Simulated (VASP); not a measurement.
# Rh (Im-3m) in VASP: single point with PBE

Aim: the single point of Rh with PBE.

All numbers are computed with VASP 6.6.1; they aren't measurements. Logs are shortened: lines on timing, memory, paths and dates and some standing lists are left out, and cuts for length are marked.

## Step 1: The cell of the first run

The structure is cubic, space group Im-3m (No. 229). Conventional cell: a = 3.109 Å, b = 3.109 Å, c = 3.109 Å, α = 90.00°, β = 90.00°, γ = 90.00°. Within 3.6 Å of Rh (site symmetry m-3m) lie 14 Rh at 2.69 to 3.11 Å.

## Step 2: Single point, PBE

INCAR reads:

```
PREC = Accurate
ENCUT = 520
EDIFF = 1E-7
ISMEAR = -1
SIGMA = 0.05
LREAL = F
LASPH = T
NELM = 80
ALGO = Normal
ISIF = 2
LWAVE = F
LCHARG = F
GGA = PE
NBANDS = 14
```

KPOINTS reads:

```
regular mesh
0
Gamma
  19 19 19
```

POSCAR reads:

```
Rh
1.0
   -1.5544947583      1.5544947583      1.5544947583
    1.5544947583     -1.5544947583      1.5544947583
    1.5544947583      1.5544947583     -1.5544947583
Rh
1
Direct
    0.0000000000      0.0000000000      0.0000000000
```

Potentials or basis: VASP PAW PBE potentials, release 64 (Rh_pv).

Started as:

```sh
cat potpaw_PBE.64/Rh_pv/POTCAR > POTCAR
mpirun -np 1 vasp_std > vasp.out
```

OUTCAR:

```text
PREC = Accurate
   ENCUT = 520
   EDIFF = 1E-7
   ISMEAR = -1
   LREAL = F
   LASPH = T
   NELM = 80
   ISIF = 2
   GGA = PE

 ion  position               nearest neighbor table
   1  0.000  0.000  0.000-

  LATTYP: Found a body centered cubic cell.
 ALAT       =     3.1089895166

  Lattice vectors:

 A1 = (  -1.5544947583,   1.5544947583,   1.5544947583)
 A2 = (   1.5544947583,  -1.5544947583,   1.5544947583)
 A3 = (   1.5544947583,   1.5544947583,  -1.5544947583)

Analysis of symmetry for initial positions (statically):
=====================================================================
 Subroutine PRICEL returns:
 Original cell was already a primitive cell.

 Routine SETGRP: Setting up the symmetry group for a
 body centered cubic supercell.

 Subroutine GETGRP returns: Found 48 space group operations
 (whereof 48 operations were pure point group operations)
 out of a pool of 48 trial point group operations.

The static configuration has the point symmetry O_h .

Analysis of symmetry for dynamics (positions and initial velocities):
=====================================================================
 Subroutine PRICEL returns:
 Original cell was already a primitive cell.

 Routine SETGRP: Setting up the symmetry group for a
 body centered cubic supercell.

 Subroutine GETGRP returns: Found 48 space group operations
 (whereof 48 operations were pure point group operations)
 out of a pool of 48 trial point group operations.

The dynamic configuration has the point symmetry O_h .

 Subroutine INISYM returns: Found 48 space group operations
 (whereof 48 operations are pure point group operations),
 and found     1 'primitive' translations

----------------------------------------------------------------------------------------

                                     Primitive cell

  volume of cell :      15.0255

  direct lattice vectors                    reciprocal lattice vectors
    -1.554494758  1.554494758  1.554494758     0.000000000  0.321647916  0.321647916
     1.554494758 -1.554494758  1.554494758     0.321647916  0.000000000  0.321647916
     1.554494758  1.554494758 -1.554494758     0.321647916  0.321647916  0.000000000

  length of vectors
     2.692463901  2.692463901  2.692463901     0.454878846  0.454878846  0.454878846

  position of ions in fractional coordinates (direct lattice)
     0.000000000  0.000000000  0.000000000

  ion indices of the primitive-cell ions
   primitive index   ion index
                 1           1

----------------------------------------------------------------------------------------

 KPOINTS: regular mesh

Automatic generation of k-mesh.
 Grid dimensions read from file:
 generate k-points for:   19   19   19

 Generating k-lattice:

  Cartesian coordinates                     Fractional coordinates (reciprocal lattice)
     0.000000000  0.016928838  0.016928838     0.052631579  0.000000000  0.000000000
     0.016928838  0.000000000  0.016928838     0.000000000  0.052631579  0.000000000
     0.016928838  0.016928838  0.000000000     0.000000000  0.000000000  0.052631579

  Length of vectors
     0.023940992  0.023940992  0.023940992

  Shift w.r.t. Gamma in fractional coordinates (k-lattice)
     0.000000000  0.000000000  0.000000000

 Subroutine IBZKPT returns following result:
 ===========================================

 Found    220 irreducible k-points:

 Following reciprocal coordinates:
            Coordinates               Weight
  0.000000  0.000000  0.000000      1.000000
  0.052632  0.000000  0.000000     12.000000
  0.105263  0.000000  0.000000     12.000000
  0.157895  0.000000  0.000000     12.000000
  0.210526  0.000000  0.000000     12.000000
  0.263158  0.000000  0.000000     12.000000
[... 16 lines left out ...]
  0.263158  0.105263  0.000000     48.000000
  0.315789  0.105263 -0.000000     48.000000
 [... further k-points ...]
   k-points           NKPTS =    220   k-points in BZ     NKDIM =    220   number of bands    NBANDS=     14
   number of dos      NEDOS =    301   number of ions     NIONS =      1
   total plane-waves  NPLWV =   8000
   dimension x,y,z NGX =    20 NGY =   20 NGZ =   20
   dimension x,y,z NGXF=    40 NGYF=   40 NGZF=   40
   ions per type =               1
   NGX,Y,Z   is equivalent  to a cutoff of  12.35, 12.35, 12.35 a.u.
   NGXF,Y,Z  is equivalent  to a cutoff of  24.70, 24.70, 24.70 a.u.
 SYSTEM =  unknown system
   PREC   = accura    normal or accurate (medium, high low for compatibility)
   ISTART =      0    job   : 0-new  1-cont  2-samecut
   ICHARG =      2    charge: 1-file 2-atom 10-const
   ISPIN  =      1    spin polarized calculation?
   LNONCOLLINEAR =      F non collinear calculations
   LSORBIT =      F    spin-orbit coupling
   LASPH  =      T    aspherical Exc in radial PAW
   ENCUT  =  520.0 eV  38.22 Ry    6.18 a.u.   5.01  5.01  5.01*2*pi/ulx,y,z
   NELM   =     80;   NELMIN=  2; NELMDL= -5     # of ELM steps
   EDIFF  = 0.1E-06   stopping-criterion for ELM
   LREAL  =      F    real-space projection
   EDIFFG = 0.1E-05   stopping-criterion for IOM
   NSW    =      0    number of steps for IOM
   IBRION =     -1    ionic relax: 0-MD 1-quasi-New 2-CG
   NFREE  =      0    steps in history (QN), initial steepest desc. (CG)
   ISIF   =      2    stress and relaxation
   ISYM   =      2    0-nonsym 1-usesym 2-fastsym
   POTIM  = 0.5000    time-step for ionic-motion
   TEBEG  =    0.0;   TEEND  =   0.0 temperature during run
   PSTRESS=    0.0 pullay stress
   NELECT =      15.0000    total number of electrons
   NUPDOWN=      -1.0000    fix difference up-down
   EMIN   =  10.00;   EMAX   =-10.00  energy-range for DOS
   EFERMI =   0.00;   METHOD = LEGACY
   ISMEAR =    -1;   SIGMA  =   0.05  broadening in eV -4-tet -1-fermi 0-gaus
   EFERMI_NEDOS =   21; number of points for ismear=-14 and -15
   IALGO  =     38    algorithm
   IMIX   =      4    mixing-type and parameters
     AMIX     =   0.40;   BMIX     =  1.00
     AMIX_MAG =   1.60;   BMIX_MAG =  1.00
  volume/ion in A,a.u.               =      15.03       101.40
  Fermi-wavevector in a.u.,A,eV,Ry     =   1.636173  3.091919 36.423658  2.677063
  Thomas-Fermi vector in A             =   2.727524
   LORBIT       =      0    0 simple, 1 ext, 2 COOP (PROOUT), +10 PAW based schemes
   GGA     = PE    functional components
   LHFCALC =     F    Hartree Fock is set to
   AEXX    =    0.0000 exact exchange contribution
   IVDW    =     0    specifies the selected vdW correction
   LEPSILON=     F    determine dielectric tensor
   LRPA    =     F    only Hartree local field effects (RPA)
 non-spin polarized calculation
  energy-cutoff  :      520.00
  volume of cell :       15.03
 maximum number of plane-waves:       420
   NGX =  9   NGY =  9   NGZ =  9

 number of electron      15.0000007 magnetization

 Free energy of the ion-electron system (eV)
  ---------------------------------------------------
  ext. energy  EPLUGINS =         0.00000000
  ---------------------------------------------------
  free energy    TOTEN  =        -6.89967482 eV

  energy without entropy =       -6.87500426  energy(sigma->0) =       -6.88733954

 E-fermi :  10.1842     XC(G=0): -13.4481

 val. band max:       10.1837248607   @ k =  -0.2105   0.2632   0.0526
 cond. band min:      10.1842392817   @ k =   0.2105   0.2105   0.0000
 fundamental gap:      0.0005144210
 Fermi energy:        10.1841736307

 k-point     1 :       0.0000    0.0000    0.0000
  band No.  band energies     occupation
      1     -35.7288      2.00000
      2     -35.7288      2.00000
      3     -35.7288      2.00000
      4       3.0403      2.00000
      5       7.6045      2.00000
      6       7.6045      2.00000
      7       7.6045      2.00000
      8       9.8050      1.99898
      9       9.8050      1.99898
     10      28.5626      0.00000
     11      28.5626      0.00000
     12      28.5626      0.00000
     13      31.4245      0.00000
     14      37.7249      0.00000

 k-point     2 :       0.0526    0.0000    0.0000
  band No.  band energies     occupation
      1     -35.7441      2.00000
      2     -35.7339      2.00000
      3     -35.7288      2.00000
      4       3.1494      2.00000
      5       7.5626      2.00000
      6       7.6045      2.00000
      7       7.6881      2.00000
      8       9.7527      1.99964
      9       9.8079      1.99892
     10      28.5801      0.00000
     11      28.6002      0.00000
     12      28.7116      0.00000
     13      31.4241      0.00000
     14      36.6738      0.00000

 k-point     3 :       0.1053    0.0000    0.0000
  band No.  band energies     occupation
      1     -35.7884      2.00000
      2     -35.7488      2.00000
      3     -35.7287      2.00000
      4       3.4656      2.00000
      5       7.4432      2.00000
      6       7.6000      2.00000
      7       7.9352      2.00000
      8       9.6245      1.99997
      9       9.8177      1.99869
     10      28.5235      0.00000
     11      28.6438      0.00000
     12      29.1464      0.00000
     13      31.4234      0.00000
     14      35.3164      0.00000
[... 324 lines left out ...]
 k-point    23 :       0.2632    0.1053    0.0000
  band No.  band energies     occupation
      1     -36.1212      2.00000
      2     -35.8668      2.00000
      3     -35.7495      2.00000
      4       5.4150      2.00000
      5       6.6758      2.00000
      6       7.9318      2.00000
      7       9.4192      2.00000
      8      10.0894      1.73872
      9      10.8628      0.00000
     10      23.5814      0.00000
     11      26.0052      0.00000
     12      29.3874      0.00000
     13      31.4257      0.00000
     14      32.3003      0.00000

 k-point    24 :       0.3158    0.1053   -0.0000
  band No.  band energies     occupation
      1     -36.1851      2.00000
      2     -35.8972      2.00000
      3     -35.7499      2.00000
      4       5.3715      2.00000
      5       6.5121      2.00000
      6       8.5725      2.00000
      7       9.5744      1.99999
      8      10.2148      0.70252
      9      11.7514      0.00000
     10      21.6923      0.00000
     11      25.3108      0.00000
     12      28.3258      0.00000
     13      31.4251      0.00000
     14      33.1973      0.00000

 [... further k-points ...]
[... 5 lines left out ...]
  --------------------------------------------------------------------------------------
  -------------------------------------------------------------------------------------
  Total       -0.7410151     -0.7410151     -0.7410151      0.0000000      0.0000000      0.0000000
  in kB      -79.0150625    -79.0150625    -79.0150625      0.0000000      0.0000000      0.0000000
  external PRESSURE =     -79.0150625 kB  Pullay stress =       0.0000000 kB

 VOLUME and BASIS-vectors are now :
 -----------------------------------------------------------------------------
  energy-cutoff  :      520.00
  volume of cell :       15.03
      direct lattice vectors                 reciprocal lattice vectors
    -1.554494758  1.554494758  1.554494758     0.000000000  0.321647916  0.321647916
     1.554494758 -1.554494758  1.554494758     0.321647916  0.000000000  0.321647916
     1.554494758  1.554494758 -1.554494758     0.321647916  0.321647916  0.000000000

 POSITION                                       TOTAL-FORCE (eV/Angst)
 -----------------------------------------------------------------------------------
      0.00000      0.00000      0.00000         0.000000     -0.000000     -0.000000
 -----------------------------------------------------------------------------------
    total drift:                                0.000000     -0.000000      0.000000

  FREE ENERGIE OF THE ION-ELECTRON SYSTEM (eV)
  ---------------------------------------------------
  free  energy   TOTEN  =        -6.8996748216 eV

  energy  without entropy=       -6.8750042594  energy(sigma->0) =       -6.88733954
```

Run time: 20 s. Hardware: 1 thread of Intel Xeon 6975P-C (Granite Rapids), shared host; peak memory 0.15 GiB.

Results:

- Free energy: -6.8997 eV
- Pressure: -7.9 GPa

Levels at points of the mesh, in eV from the Fermi level:
| k point | band 4 | band 5 | band 6 | band 7 | band 8 | band 9 | band 10 | band 11 |
| --- | --- | --- | --- | --- | --- | --- | --- | --- |
| (0.00, 0.00, 0.00) | -7.14 | -2.58 | -2.58 | -2.58 | -0.38 | -0.38 | 18.38 | 18.38 |
